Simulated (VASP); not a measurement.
# AlAs (F-43m) in VASP: further runs

AlAs is run at these levels: PBE; tasks: single point.

Everything below comes from runs of VASP 6.6.1. Logs are shortened: lines on timing, memory, paths and dates and some standing lists are left out, and cuts for length are marked.

### 1 The cell of the first run

It takes space group F-43m (No. 216, cubic). The conventional cell has a = 5.670 Å, b = 5.670 Å, c = 5.670 Å, α = 90.00°, β = 90.00°, γ = 90.00°. Within 3.2 Å of Al (site symmetry -43m) lie 4 As at 2.46 Å. Within 3.2 Å of As (site symmetry -43m) lie 4 Al at 2.46 Å.

### 2 Single point, PBE (22.78 Å³/atom)

File INCAR:

```
SYSTEM = AlAs
  ALGO = Normal
  EDIFF = 1E-6
  ENCUT = 500
  GGA = PE
  GGA_COMPAT = .FALSE.
  ISIF = 2
  ISMEAR = 0
  LASPH = .TRUE.
  LCHARG = .FALSE.
  LREAL = .FALSE.
  LWAVE = .FALSE.
  NBANDS = 11
  NELM = 120
  PREC = Accurate
  SIGMA = 0.01
```

File KPOINTS:

```
k-points
0
G
  6 6 6
  0 0 0
```

File POSCAR:

```
AlAs
1.0
    0.0000000000      2.8348772650      2.8348772650
    2.8348772650      0.0000000000      2.8348772650
    2.8348772650      2.8348772650      0.0000000000
Al As
1 1
Direct
    0.0000000000      0.0000000000      0.0000000000
    0.2500000000      0.2500000000      0.2500000000
```

Potentials or basis: VASP PAW PBE potentials, release 64 (Al, As).

Run with:

```bash
$ cat potpaw_PBE.64/Al/POTCAR potpaw_PBE.64/As/POTCAR > POTCAR
$ mpirun -np 1 vasp_std > vasp.out
```

OUTCAR:

```text
SYSTEM = AlAs
   EDIFF = 1E-6
   ENCUT = 500
   GGA = PE
   ISIF = 2
   ISMEAR = 0
   LASPH = .TRUE.
   LREAL = .FALSE.
   NELM = 120
   PREC = Accurate

 ion  position               nearest neighbor table
   1  0.000  0.000  0.000-   2 2.46   2 2.46   2 2.46   2 2.46
   2  0.250  0.250  0.250-   1 2.46   1 2.46   1 2.46   1 2.46

  LATTYP: Found a face centered cubic cell.
 ALAT       =     5.6697545300

  Lattice vectors:

 A1 = (   0.0000000000,   2.8348772650,   2.8348772650)
 A2 = (   2.8348772650,   0.0000000000,   2.8348772650)
 A3 = (   2.8348772650,   2.8348772650,   0.0000000000)

Analysis of symmetry for initial positions (statically):
=====================================================================
 Subroutine PRICEL returns:
 Original cell was already a primitive cell.

 Routine SETGRP: Setting up the symmetry group for a
 face centered cubic supercell.

 Subroutine GETGRP returns: Found 24 space group operations
 (whereof 24 operations were pure point group operations)
 out of a pool of 48 trial point group operations.

The static configuration has the point symmetry T_d .

Analysis of symmetry for dynamics (positions and initial velocities):
=====================================================================
 Subroutine PRICEL returns:
 Original cell was already a primitive cell.

 Routine SETGRP: Setting up the symmetry group for a
 face centered cubic supercell.

 Subroutine GETGRP returns: Found 24 space group operations
 (whereof 24 operations were pure point group operations)
 out of a pool of 48 trial point group operations.

The dynamic configuration has the point symmetry T_d .

 Subroutine INISYM returns: Found 24 space group operations
 (whereof 24 operations are pure point group operations),
 and found     1 'primitive' translations

----------------------------------------------------------------------------------------

                                     Primitive cell

  volume of cell :      45.5651

  direct lattice vectors                    reciprocal lattice vectors
     0.000000000  2.834877265  2.834877265    -0.176374479  0.176374479  0.176374479
     2.834877265  0.000000000  2.834877265     0.176374479 -0.176374479  0.176374479
     2.834877265  2.834877265  0.000000000     0.176374479  0.176374479 -0.176374479

  length of vectors
     4.009121876  4.009121876  4.009121876     0.305489558  0.305489558  0.305489558

  position of ions in fractional coordinates (direct lattice)
     0.000000000  0.000000000  0.000000000
     0.250000000  0.250000000  0.250000000

  ion indices of the primitive-cell ions
   primitive index   ion index
                 1           1
                 2           2

----------------------------------------------------------------------------------------

 KPOINTS: k-points

Automatic generation of k-mesh.
 Grid dimensions read from file:
 generate k-points for:    6    6    6

 Generating k-lattice:

  Cartesian coordinates                     Fractional coordinates (reciprocal lattice)
    -0.029395746  0.029395746  0.029395746     0.166666667  0.000000000  0.000000000
     0.029395746 -0.029395746  0.029395746     0.000000000  0.166666667  0.000000000
     0.029395746  0.029395746 -0.029395746     0.000000000  0.000000000  0.166666667

  Length of vectors
     0.050914926  0.050914926  0.050914926

  Shift w.r.t. Gamma in fractional coordinates (k-lattice)
     0.000000000  0.000000000  0.000000000

 Subroutine IBZKPT returns following result:
 ===========================================

 Found     16 irreducible k-points:

 Following reciprocal coordinates:
            Coordinates               Weight
  0.000000  0.000000  0.000000      1.000000
  0.166667  0.000000  0.000000      8.000000
  0.333333  0.000000  0.000000      8.000000
  0.500000  0.000000  0.000000      4.000000
  0.166667  0.166667  0.000000      6.000000
  0.333333  0.166667  0.000000     24.000000
[... 8 lines left out ...]
 -0.333333  0.333333  0.166667     24.000000
 -0.333333  0.500000  0.166667     12.000000
   k-points           NKPTS =     16   k-points in BZ     NKDIM =     16   number of bands    NBANDS=     11
   number of dos      NEDOS =    301   number of ions     NIONS =      2
   total plane-waves  NPLWV =  27000
   dimension x,y,z NGX =    30 NGY =   30 NGZ =   30
   dimension x,y,z NGXF=    60 NGYF=   60 NGZF=   60
   ions per type =               1   1
   NGX,Y,Z   is equivalent  to a cutoff of  12.44, 12.44, 12.44 a.u.
   NGXF,Y,Z  is equivalent  to a cutoff of  24.88, 24.88, 24.88 a.u.
 SYSTEM =  AlAs
   PREC   = accura    normal or accurate (medium, high low for compatibility)
   ISTART =      0    job   : 0-new  1-cont  2-samecut
   ICHARG =      2    charge: 1-file 2-atom 10-const
   ISPIN  =      1    spin polarized calculation?
   LNONCOLLINEAR =      F non collinear calculations
   LSORBIT =      F    spin-orbit coupling
   LASPH  =      T    aspherical Exc in radial PAW
   ENCUT  =  500.0 eV  36.75 Ry    6.06 a.u.   7.31  7.31  7.31*2*pi/ulx,y,z
   NELM   =    120;   NELMIN=  2; NELMDL= -5     # of ELM steps
   EDIFF  = 0.1E-05   stopping-criterion for ELM
   LREAL  =      F    real-space projection
   EDIFFG = 0.1E-04   stopping-criterion for IOM
   NSW    =      0    number of steps for IOM
   IBRION =     -1    ionic relax: 0-MD 1-quasi-New 2-CG
   NFREE  =      0    steps in history (QN), initial steepest desc. (CG)
   ISIF   =      2    stress and relaxation
   ISYM   =      2    0-nonsym 1-usesym 2-fastsym
   POTIM  = 0.5000    time-step for ionic-motion
   TEBEG  =    0.0;   TEEND  =   0.0 temperature during run
   PSTRESS=    0.0 pullay stress
   NELECT =       8.0000    total number of electrons
   NUPDOWN=      -1.0000    fix difference up-down
   EMIN   =  10.00;   EMAX   =-10.00  energy-range for DOS
   EFERMI =   0.00;   METHOD = LEGACY
   ISMEAR =     0;   SIGMA  =   0.01  broadening in eV -4-tet -1-fermi 0-gaus
   EFERMI_NEDOS =   21; number of points for ismear=-14 and -15
   IALGO  =     38    algorithm
   IMIX   =      4    mixing-type and parameters
     AMIX     =   0.40;   BMIX     =  1.00
     AMIX_MAG =   1.60;   BMIX_MAG =  1.00
  volume/ion in A,a.u.               =      22.78       153.74
  Fermi-wavevector in a.u.,A,eV,Ry     =   0.916700  1.732312 11.433505  0.840339
  Thomas-Fermi vector in A             =   2.041585
   LORBIT       =      0    0 simple, 1 ext, 2 COOP (PROOUT), +10 PAW based schemes
   GGA     = PE    functional components
   LHFCALC =     F    Hartree Fock is set to
   AEXX    =    0.0000 exact exchange contribution
   IVDW    =     0    specifies the selected vdW correction
   LEPSILON=     F    determine dielectric tensor
   LRPA    =     F    only Hartree local field effects (RPA)
 non-spin polarized calculation
 Gauss-broadening in eV      SIGMA  =   0.01
  energy-cutoff  :      500.00
  volume of cell :       45.57
 maximum number of plane-waves:      1173
 NGX is ok and might be reduce to    30
   NGX = 15   NGY = 15   NGZ = 15

 number of electron       8.0000000 magnetization

 Free energy of the ion-electron system (eV)
  ---------------------------------------------------
  ext. energy  EPLUGINS =         0.00000000
  ---------------------------------------------------
  free energy    TOTEN  =        -9.36639607 eV

  energy without entropy =       -9.36639607  energy(sigma->0) =       -9.36639607

 E-fermi :   3.9555     XC(G=0):  -9.0206

 val. band max:        3.8544314086   @ k =   0.0000   0.0000   0.0000
 cond. band min:       5.2940734632   @ k =   0.5000   0.5000   0.0000
 fundamental gap:      1.4396420546
 Fermi energy:         3.9554946730

 k-point     1 :       0.0000    0.0000    0.0000
  band No.  band energies     occupation
      1      -7.9839      2.00000
      2       3.8544      2.00000
      3       3.8544      2.00000
      4       3.8544      2.00000
      5       5.8769      0.00000
      6       8.1298      0.00000
      7       8.1298      0.00000
      8       8.1298      0.00000
      9      12.6974      0.00000
     10      12.8532      0.00000
     11      12.8532      0.00000

 k-point     2 :       0.1667    0.0000    0.0000
  band No.  band energies     occupation
      1      -7.7171      2.00000
      2       1.7608      2.00000
      3       3.5922      2.00000
      4       3.5922      2.00000
      5       6.6558      0.00000
      6       8.5648      0.00000
      7       8.5648      0.00000
      8       9.0276      0.00000
      9      12.0759      0.00000
     10      12.0759      0.00000
     11      13.5743      0.00000

 k-point     3 :       0.3333    0.0000    0.0000
  band No.  band energies     occupation
      1      -7.0423      2.00000
      2      -0.6255      2.00000
      3       3.1929      2.00000
      4       3.1929      2.00000
      5       6.2037      0.00000
      6       8.7065      0.00000
      7       8.7065      0.00000
      8      11.3334      0.00000
      9      12.8818      0.00000
     10      12.8818      0.00000
     11      13.1989      0.00000

 k-point     4 :       0.5000    0.0000    0.0000
  band No.  band energies     occupation
      1      -6.5728      2.00000
      2      -1.6989      2.00000
      3       3.0317      2.00000
      4       3.0317      2.00000
      5       5.9777      0.00000
      6       8.5274      0.00000
      7       8.5274      0.00000
      8      11.5940      0.00000
      9      15.0105      0.00000
     10      15.3904      0.00000
     11      15.3904      0.00000
[... 127 lines left out ...]
 k-point    14 :       0.5000    0.3333    0.1667
  band No.  band energies     occupation
      1      -6.5197      2.00000
      2      -0.7755      2.00000
      3       1.1458      2.00000
      4       2.2140      2.00000
      5       7.5173      0.00000
      6       8.3857      0.00000
      7       8.9987      0.00000
      8      11.7522      0.00000
      9      13.0957      0.00000
     10      14.5276      0.00000
     11      16.8335      0.00000

 k-point    15 :      -0.3333    0.3333    0.1667
  band No.  band energies     occupation
      1      -6.1620      2.00000
      2      -1.2576      2.00000
      3       0.6959      2.00000
      4       1.8366      2.00000
      5       7.7811      0.00000
      6       8.4282      0.00000
      7      10.5422      0.00000
      8      11.2461      0.00000
      9      12.1802      0.00000
     10      15.3108      0.00000
     11      16.5917      0.00000

 k-point    16 :      -0.3333    0.5000    0.1667
  band No.  band energies     occupation
      1      -6.0022      2.00000
      2      -1.3290      2.00000
      3       0.9327      2.00000
      4       1.1779      2.00000
      5       7.0234      0.00000
      6       7.9571      0.00000
      7      10.9576      0.00000
      8      11.6554      0.00000
      9      14.4144      0.00000
     10      16.1120      0.00000
     11      16.3911      0.00000

------------------------ aborting loop because EDIFF is reached ----------------------------------------

  FORCE on cell =-STRESS in cart. coord.  units (eV):
  Direction    XX          YY          ZZ          XY          YZ          ZX
  --------------------------------------------------------------------------------------
  -------------------------------------------------------------------------------------
  Total        0.6876292      0.6876292      0.6876292      0.0000000      0.0000000     -0.0000000
  in kB       24.1786543     24.1786543     24.1786543      0.0000000      0.0000000     -0.0000000
  external PRESSURE =      24.1786543 kB  Pullay stress =       0.0000000 kB

 VOLUME and BASIS-vectors are now :
 -----------------------------------------------------------------------------
  energy-cutoff  :      500.00
  volume of cell :       45.57
      direct lattice vectors                 reciprocal lattice vectors
     0.000000000  2.834877265  2.834877265    -0.176374479  0.176374479  0.176374479
     2.834877265  0.000000000  2.834877265     0.176374479 -0.176374479  0.176374479
     2.834877265  2.834877265  0.000000000     0.176374479  0.176374479 -0.176374479

 POSITION                                       TOTAL-FORCE (eV/Angst)
 -----------------------------------------------------------------------------------
      0.00000      0.00000      0.00000         0.000000     -0.000000     -0.000000
      1.41744      1.41744      1.41744        -0.000000      0.000000      0.000000
 -----------------------------------------------------------------------------------
    total drift:                               -0.000000     -0.000000     -0.000000

  FREE ENERGIE OF THE ION-ELECTRON SYSTEM (eV)
  ---------------------------------------------------
  free  energy   TOTEN  =        -9.3663960736 eV

  energy  without entropy=       -9.3663960736  energy(sigma->0) =       -9.36639607
```

It took 8.6 s on 1 thread of Intel Xeon 8259CL, shared host; peak memory 0.16 GiB.

What came out:

```
Free energy            : -9.3664 eV
Pressure               : 2.4 GPa
Band gap on the k mesh : 1.44 eV (least direct gap 2.02 eV)
```

A k mesh can miss the band edges.

### 3 Single point, PBE (24.19 Å³/atom)

This run uses another cell than the first one, of 24.19 Å³/atom.

File INCAR:

```
  ALGO = Normal
  EDIFF = 1E-6
  ENCUT = 500
  GGA = PE
  GGA_COMPAT = F
  ISIF = 2
  ISMEAR = 0
  LASPH = T
  LCHARG = F
  LREAL = F
  LWAVE = F
  NBANDS = 11
  NELM = 120
  PREC = Accurate
  SIGMA = 0.01
```

File KPOINTS:

```
k-points
0
Gamma
  6 6 6
```

File POSCAR:

```
AlAs
1.0
    0.0000000000      2.8921629469      2.8921629469
    2.8921629469      0.0000000000      2.8921629469
    2.8921629469      2.8921629469      0.0000000000
Al As
1 1
Direct
    0.0000000000      0.0000000000      0.0000000000
    0.2500000000      0.2500000000      0.2500000000
```

Potentials or basis: VASP PAW PBE potentials, release 64 (Al, As).

Run with:

```bash
$ cat potpaw_PBE.64/Al/POTCAR potpaw_PBE.64/As/POTCAR > POTCAR
$ mpirun -np 1 vasp_std > vasp.out
```

Run time: 9 s. Hardware: 1 thread of Intel Xeon 8259CL, shared host; peak memory 0.16 GiB.

The run converged. Its results:

| Property | Result |
| --- | --- |
| Free energy | -9.3708 eV |
| Pressure | -1.7 GPa |
| Band gap on the k mesh | 1.54 eV (least direct gap 1.55 eV) |

Levels at points of the mesh, in eV from the valence-band top:
```tsv
k point	band 1	band 2	band 3	band 4	band 5	band 6	band 7	band 8	band 9
(0.00, 0.00, 0.00)	-11.52	0.00	0.00	0.00	1.55	4.17	4.17	4.17	8.53
(0.50, 0.00, 0.00)	-10.24	-5.30	-0.78	-0.78	1.90	4.63	4.63	7.62	10.67
(0.50, 0.50, 0.00)	-9.75	-5.22	-2.03	-2.03	1.54	2.28	9.83	9.83	11.09
```

A k mesh can miss the band edges. Expect the measured gap to be larger: semilocal functionals such as PBE lack the derivative discontinuity.

(Continued in part 2 of 2.)
